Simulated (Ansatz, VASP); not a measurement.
**Two plane-wave programs on Zn**

```
CELL_PARAMETERS angstrom
2.58705 0.00000 0.00000
-1.29352 2.24045 0.00000
0.00000 0.00000 4.92788
ATOMIC_POSITIONS crystal
Zn 0.33333 0.66667 0.25000
Zn 0.66667 0.33333 0.75000
```

Alike in both runs: functional PBEsol; k mesh 15 × 15 × 8; occupations gaussian, width 0.1 eV; no spin polarisation.

Ansatz relaxed the structure, and its values are those at the end. VASP's run is a single point on that final structure, the one shown.

```csv
,VASP,Ansatz
version,VASP 6.6.1,Ansatz 0.2.0
potentials or method,"VASP PAW PBE potentials, release 64 (Zn), cutoff 520 eV","scalar-relativistic, plane waves, PAW"
valence electrons in the cell,24,24
```

Ansatz gave:

| Item | Value |
| --- | --- |
| gap on the k mesh at the Fermi level (eV) | none |
| pressure (GPa) | 0.0 |

**Question.** What did VASP give for the same quantities?

**Answer.** gap on the k mesh at the Fermi level (eV): none; pressure (GPa): 0.5.

VASP's potentials were made for PBE, not for PBEsol, and Ansatz warns of the same on its side. A gap of «none» marks a metal or a gap that the smearing closes. The functional is the same, so the differences come from potentials, cutoffs and numerics.
